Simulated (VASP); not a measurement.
# HPt4 in VASP: notebook

Runs on HPt4. Level: PBE. Tasks: single point.

Program: VASP 6.6.1. These are calculated values, not measurements. Logs are shortened: lines on timing, memory, paths and dates and some standing lists are left out, and cuts for length are marked.

### Step 1. The cell of the first run

The cell holds a slab with vacuum, 5 atoms: a = 2.807 Å, b = 3.970 Å, c = 21.155 Å, α = 90.00°, β = 90.00°, γ = 90.00°.

### Step 2. Single point, PBE, collinear spin

File INCAR:

```
SYSTEM = HPt4
ALGO = Normal
DIPOL = 0.5 0.5 0.326
EDIFF = 1E-6
ENCUT = 520
GGA = PE
IDIPOL = 3
ISIF = 2
ISMEAR = 0
ISPIN = 2
LASPH = .True.
LCHARG = .False.
LDIPOL = .True.
LMAXMIX = 4
LORBIT = 11
LREAL = .False.
LWAVE = .False.
MAGMOM = 0 0 0 0 1
NBANDS = 32
NELM = 150
PREC = Accurate
SIGMA = 0.1
```

File KPOINTS:

```
k-points
0
Gamma
  9 7 1
  0 0 0
```

File POSCAR:

```
HPt4
1.0
    2.8071640675      0.0000000000      0.0000000000
    0.0000000000      3.9699294961      0.0000000000
    0.0000000000      0.0000000000     21.1553936849
Pt H
4 1
Direct
    0.5000000000      0.5000000000      0.1890770770
    0.0000000000      0.0000000000      0.2554233740
    0.5000000000      0.5000000000      0.3268881911
    0.0000000000      0.0000000000      0.3854994999
    0.0000000000      0.0000000000      0.4720022626
```

Potentials or basis: VASP PAW PBE potentials, release 64 (Pt, H).

On the command line:

```bash
$ cat potpaw_PBE.64/Pt/POTCAR potpaw_PBE.64/H/POTCAR > POTCAR
$ mpirun -np 1 vasp_std > vasp.out
```

OUTCAR:

```text
SYSTEM = HPt4
   EDIFF = 1E-6
   ENCUT = 520
   GGA = PE
   ISIF = 2
   ISMEAR = 0
   ISPIN = 2
   LASPH = .True.
   LORBIT = 11
   LREAL = .False.
   NELM = 150
   PREC = Accurate

 ion  position               nearest neighbor table
   1  0.500  0.500  0.189-   2 2.81   2 2.81   2 2.81   2 2.81   3 2.92
   2  0.000  0.000  0.255-   4 2.75   1 2.81   1 2.81   1 2.81   1 2.81   3 2.86   3 2.86   3 2.86
                             3 2.86
   3  0.500  0.500  0.327-   4 2.73   4 2.73   4 2.73   4 2.73   2 2.86   2 2.86   2 2.86   2 2.86
                             1 2.92
   4  0.000  0.000  0.385-   5 1.83   3 2.73   3 2.73   3 2.73   3 2.73   2 2.75
   5  0.000  0.000  0.472-   4 1.83

  LATTYP: Found a simple orthorhombic cell.
 ALAT       =     2.8071640675
 B/A-ratio  =     1.4142135624
 C/A-ratio  =     7.5362156170

  Lattice vectors:

 A1 = (   2.8071640675,   0.0000000000,   0.0000000000)
 A2 = (   0.0000000000,   3.9699294961,   0.0000000000)
 A3 = (   0.0000000000,   0.0000000000,  21.1553936849)

Analysis of symmetry for initial positions (statically):
=====================================================================
 Subroutine PRICEL returns:
 Original cell was already a primitive cell.

 Routine SETGRP: Setting up the symmetry group for a
 simple orthorhombic supercell.

 Subroutine GETGRP returns: Found  4 space group operations
 (whereof  4 operations were pure point group operations)
 out of a pool of  8 trial point group operations.

The static configuration has the point symmetry C_2v.

Analysis of symmetry for dynamics (positions and initial velocities):
=====================================================================
 Subroutine PRICEL returns:
 Original cell was already a primitive cell.

 Routine SETGRP: Setting up the symmetry group for a
 simple orthorhombic supercell.

 Subroutine GETGRP returns: Found  4 space group operations
 (whereof  4 operations were pure point group operations)
 out of a pool of  8 trial point group operations.

The dynamic configuration has the point symmetry C_2v.

Analysis of structural, dynamic, and magnetic symmetry:
=====================================================================
 Subroutine PRICEL returns:
 Original cell was already a primitive cell.

 Routine SETGRP: Setting up the symmetry group for a
 simple orthorhombic supercell.

 Subroutine GETGRP returns: Found  4 space group operations
 (whereof  4 operations were pure point group operations)
 out of a pool of  8 trial point group operations.

The overall configuration has the point symmetry C_2v.

 Subroutine INISYM returns: Found  4 space group operations
 (whereof  4 operations are pure point group operations),
 and found     1 'primitive' translations

----------------------------------------------------------------------------------------

                                     Primitive cell

  volume of cell :     235.7609

  direct lattice vectors                    reciprocal lattice vectors
     2.807164068  0.000000000  0.000000000     0.356231405  0.000000000  0.000000000
     0.000000000  3.969929496  0.000000000     0.000000000  0.251893642  0.000000000
     0.000000000  0.000000000 21.155393685     0.000000000  0.000000000  0.047269269

  length of vectors
     2.807164068  3.969929496 21.155393685     0.356231405  0.251893642  0.047269269

  position of ions in fractional coordinates (direct lattice)
     0.500000000  0.500000000  0.189077077
     0.000000000  0.000000000  0.255423374
     0.500000000  0.500000000  0.326888191
     0.000000000  0.000000000  0.385499500
     0.000000000  0.000000000  0.472002263

  ion indices of the primitive-cell ions
   primitive index   ion index
                 1           1
                 2           2
                 3           3
                 4           4
                 5           5

[... 47 lines left out ...]
  0.444444  0.428571  0.000000      4.000000
   k-points           NKPTS =     20   k-points in BZ     NKDIM =     20   number of bands    NBANDS=     32
   number of dos      NEDOS =    301   number of ions     NIONS =      5
   total plane-waves  NPLWV = 115200
   dimension x,y,z NGX =    24 NGY =   30 NGZ =  160
   dimension x,y,z NGXF=    48 NGYF=   60 NGZF=  320
   ions per type =               4   1
   NGX,Y,Z   is equivalent  to a cutoff of  14.21, 12.56, 12.57 a.u.
   NGXF,Y,Z  is equivalent  to a cutoff of  28.43, 25.13, 25.15 a.u.
 SYSTEM =  HPt4
   PREC   = accura    normal or accurate (medium, high low for compatibility)
   ISTART =      0    job   : 0-new  1-cont  2-samecut
   ICHARG =      2    charge: 1-file 2-atom 10-const
   ISPIN  =      2    spin polarized calculation?
   LNONCOLLINEAR =      F non collinear calculations
   LSORBIT =      F    spin-orbit coupling
   LASPH  =      T    aspherical Exc in radial PAW
   ENCUT  =  520.0 eV  38.22 Ry    6.18 a.u.   5.22  7.38 39.34*2*pi/ulx,y,z
   NELM   =    150;   NELMIN=  2; NELMDL= -5     # of ELM steps
   EDIFF  = 0.1E-05   stopping-criterion for ELM
   LREAL  =      F    real-space projection
   EDIFFG = 0.1E-04   stopping-criterion for IOM
   NSW    =      0    number of steps for IOM
   IBRION =     -1    ionic relax: 0-MD 1-quasi-New 2-CG
   NFREE  =      0    steps in history (QN), initial steepest desc. (CG)
   ISIF   =      2    stress and relaxation
   ISYM   =      2    0-nonsym 1-usesym 2-fastsym
   POTIM  = 0.5000    time-step for ionic-motion
   TEBEG  =    0.0;   TEEND  =   0.0 temperature during run
   PSTRESS=    0.0 pullay stress
   NELECT =      41.0000    total number of electrons
   NUPDOWN=      -1.0000    fix difference up-down
   EMIN   =  10.00;   EMAX   =-10.00  energy-range for DOS
   EFERMI =   0.00;   METHOD = LEGACY
   ISMEAR =     0;   SIGMA  =   0.10  broadening in eV -4-tet -1-fermi 0-gaus
   EFERMI_NEDOS =   21; number of points for ismear=-14 and -15
   IALGO  =     38    algorithm
   IMIX   =      4    mixing-type and parameters
     AMIX     =   0.40;   BMIX     =  1.00
     AMIX_MAG =   1.60;   BMIX_MAG =  1.00
  volume/ion in A,a.u.               =      47.15       318.20
  Fermi-wavevector in a.u.,A,eV,Ry     =   0.913788  1.726809 11.360986  0.835009
  Thomas-Fermi vector in A             =   2.038340
   LORBIT       =     11    0 simple, 1 ext, 2 COOP (PROOUT), +10 PAW based schemes
   GGA     = PE    functional components
   LHFCALC =     F    Hartree Fock is set to
   AEXX    =    0.0000 exact exchange contribution
   IVDW    =     0    specifies the selected vdW correction
   LEPSILON=     F    determine dielectric tensor
   LRPA    =     F    only Hartree local field effects (RPA)
 spin polarized calculation
 Gauss-broadening in eV      SIGMA  =   0.10
  energy-cutoff  :      520.00
  volume of cell :      235.76
 maximum number of plane-waves:      6383
 NGX is ok and might be reduce to    24
   NGX = 11   NGY = 15   NGZ = 79

 dipolmoment           0.000000      0.000000     -0.020100 electrons x Angstroem

 number of electron      41.0000002 magnetization      -0.0000988

 number of electron      41.0000002 magnetization       0.0001391

 dipolmoment           0.000000      0.000000      0.006861 electrons x Angstroem

 Free energy of the ion-electron system (eV)
  ---------------------------------------------------
  ext. energy  EPLUGINS =         0.00000000
  ---------------------------------------------------
  free energy    TOTEN  =       -25.18284992 eV

  energy without entropy =      -25.14683649  energy(sigma->0) =      -25.16484321

 E-fermi :  -1.2745     XC(G=0):  -4.6622

 val. band max:       -1.3022554154   @ k =   0.1111   0.1429   0.0000
 cond. band min:      -1.2717562100   @ k =   0.4444   0.4286   0.0000
 fundamental gap:      0.0304992054
 Fermi energy:        -1.2745097021

 spin component 1

 k-point     1 :       0.0000    0.0000    0.0000
  band No.  band energies     occupation
      1      -9.7684      1.00000
      2      -7.4590      1.00000
      3      -7.1928      1.00000
      4      -6.2817      1.00000
      5      -6.1889      1.00000
      6      -5.1636      1.00000
[... 689 lines left out ...]
     31       8.1441      0.00000
     32       8.5301      0.00000
 Fermi energy:        -1.2745097021

 spin component 2

 k-point     1 :       0.0000    0.0000    0.0000
  band No.  band energies     occupation
      1      -9.7684      1.00000
      2      -7.4590      1.00000
      3      -7.1928      1.00000
      4      -6.2817      1.00000
      5      -6.1888      1.00000
      6      -5.1636      1.00000
[... 689 lines left out ...]
     31       8.1439      0.00000
     32       8.5294      0.00000

------------------------ aborting loop because EDIFF is reached ----------------------------------------

 vacuum level on the upper side and lower side of the slab       (xc-potential included)         0.054        -0.055

  FORCE on cell =-STRESS in cart. coord.  units (eV):
  Direction    XX          YY          ZZ          XY          YZ          ZX
  --------------------------------------------------------------------------------------
  -------------------------------------------------------------------------------------
  Total       -6.7549482     -4.4754406     -6.7404175      0.0000000      0.0000000      0.0000000
  in kB      -45.9050967    -30.4140799    -45.8063491      0.0000000      0.0000000      0.0000000
  external PRESSURE =     -40.7085086 kB  Pullay stress =       0.0000000 kB

 VOLUME and BASIS-vectors are now :
 -----------------------------------------------------------------------------
  energy-cutoff  :      520.00
  volume of cell :      235.76
      direct lattice vectors                 reciprocal lattice vectors
     2.807164068  0.000000000  0.000000000     0.356231405  0.000000000  0.000000000
     0.000000000  3.969929496  0.000000000     0.000000000  0.251893642  0.000000000
     0.000000000  0.000000000 21.155393685     0.000000000  0.000000000  0.047269269

 POSITION                                       TOTAL-FORCE (eV/Angst)
 -----------------------------------------------------------------------------------
      1.40358      1.98496      4.00000         0.000000      0.000000      0.927831
      0.00000      0.00000      5.40358         0.000000      0.000000     -0.667562
      1.40358      1.98496      6.91545         0.000000      0.000000     -0.103073
      0.00000      0.00000      8.15539         0.000000      0.000000      2.461548
      0.00000      0.00000      9.98539         0.000000      0.000000     -2.618744
 -----------------------------------------------------------------------------------
    total drift:                                0.000000      0.000000      0.000169

  FREE ENERGIE OF THE ION-ELECTRON SYSTEM (eV)
  ---------------------------------------------------
  free  energy   TOTEN  =       -25.1828499246 eV

  energy  without entropy=      -25.1468364942  energy(sigma->0) =      -25.16484321

 vacuum level on the upper side and lower side of the slab         4.340         4.227

 total charge

# of ion       s       p       d       tot
------------------------------------------
    1        0.588   0.318   8.048   8.954
    2        0.614   0.508   7.977   9.098
    3        0.625   0.527   7.977   9.129
    4        0.657   0.490   7.965   9.111
    5        0.431   0.009   0.000   0.440
--------------------------------------------------
tot          2.915   1.851  31.967  36.732

 magnetization (x)

# of ion       s       p       d       tot
------------------------------------------
    1        0.000   0.000   0.000   0.000
    2       -0.000  -0.000   0.000   0.000
    3        0.000  -0.000   0.000   0.000
    4        0.000   0.000   0.000   0.000
    5        0.000   0.000   0.000   0.000
--------------------------------------------------
tot          0.000   0.000   0.000   0.000
```

It took 16 min on 1 thread of AMD EPYC 7R13, shared host; peak memory 0.51 GiB.

What came out:

| Item | Value |
| --- | --- |
| Free energy | -25.1828 eV |
| Largest force | 2.619 eV/Å |
| Net moment | 0.00 μB per cell |
| Valence electrons inside the program's atomic spheres | Pt 8.95, 9.10, 9.13, 9.11; H 0.44 |

Forces in eV/Å, atoms in the order of the input:
```
Pt   0.000  0.000  0.928
Pt   0.000  0.000 -0.668
Pt   0.000  0.000 -0.103
Pt   0.000  0.000  2.462
H    0.000  0.000 -2.619
```

Levels at points of the mesh, in eV from the Fermi level:
Spin up:
```
           k point  band 18  band 19  band 20  band 21  band 22  band 23  band 24  band 25
(0.00, 0.00, 0.00)    -0.95    -0.60    -0.26    -0.20    -0.18     0.39     2.64     4.02
```
Spin down:
```csv
k point,band 18,band 19,band 20,band 21,band 22,band 23,band 24,band 25
"(0.00, 0.00, 0.00)",-0.95,-0.60,-0.26,-0.20,-0.18,0.39,2.64,4.02
```

Caveat: spin-orbit coupling is left out, which moves the levels of the heavy elements.

### Step 3. Single point, PBE, collinear spin

File INCAR:

```
SYSTEM = HPt4
PREC     = Accurate       ! precision mode
ENCUT    = 520            ! plane-wave cutoff, eV
EDIFF    = 1E-6           ! SCF threshold, eV
ISMEAR   = 0              ! smearing method
SIGMA    = 0.1            ! smearing width, eV
LREAL    = .FALSE.        ! projectors in reciprocal space
LASPH    = .TRUE.         ! aspherical terms in the spheres
NELM     = 150            ! most SCF steps
ALGO     = Normal         ! electronic algorithm
ISIF     = 2              ! what is computed and relaxed
LWAVE    = .FALSE.        ! write WAVECAR
LCHARG   = .FALSE.        ! write CHGCAR
ISPIN    = 2              ! spin polarisation
MAGMOM   = 0 0 0 0 1      ! initial moments
LORBIT   = 11             ! projections on sites
LMAXMIX  = 4              ! l up to which the mixer works
LDIPOL   = .TRUE.       
IDIPOL   = 3            
DIPOL    = 0.5 0.5 0.334
GGA      = PE             ! functional
NBANDS   = 32             ! bands
```

File KPOINTS:

```
Automatic mesh
0
G
  9 7 1
  0 0 0
```

POSCAR, as its differences from that of step 2:

```diff
@@ -12,2 +12,2 @@
     0.0000000000      0.0000000000      0.3854994999
-    0.0000000000      0.0000000000      0.4720022626
+    0.0000000000      0.0000000000      0.5145446049
```

Potentials or basis: VASP PAW PBE potentials, release 64 (Pt, H).

On the command line:

```bash
$ cat potpaw_PBE.64/Pt/POTCAR potpaw_PBE.64/H/POTCAR > POTCAR
$ mpirun -np 1 vasp_std > vasp.out
```

It took 22 min on 1 thread of AMD EPYC 7R13, shared host; peak memory 0.52 GiB.

The run converged. Its results:

```yaml
Free_energy: -23.0851 eV
Largest_force: 0.991 eV/Å
Net_moment: 0.22 μB per cell
Site_moments: Pt -0.07, -0.16, -0.05, -0.21; H +0.29 μB
Valence_electrons_inside_the_program's_atomic_spheres: Pt 8.95, 9.08, 9.12, 9.02; H 0.37
```

Forces on the atoms (eV/Å):
```
Pt   0.000  0.000  0.944
Pt   0.000  0.000 -0.674
Pt   0.000  0.000 -0.077
Pt   0.000  0.000  0.799
H    0.000  0.000 -0.991
```

Levels at points of the mesh, in eV from the Fermi level:
Spin up:
| k point | band 17 | band 18 | band 19 | band 20 | band 21 | band 22 | band 23 | band 24 | band 25 | band 26 |
| --- | --- | --- | --- | --- | --- | --- | --- | --- | --- | --- |
| (0.00, 0.00, 0.00) | -1.14 | -0.77 | -0.49 | -0.41 | -0.18 | -0.11 | 0.47 | 1.15 | 3.98 | 4.10 |
Spin down:
| k point | band 19 | band 20 | band 21 | band 22 | band 23 | band 24 |
| --- | --- | --- | --- | --- | --- | --- |
| (0.00, 0.00, 0.00) | -0.57 | -0.27 | -0.18 | -0.05 | 0.36 | 1.74 |

Caveat: a moment this small can come from the mesh or the smearing; spin-orbit coupling is left out, which moves the levels of the heavy elements.
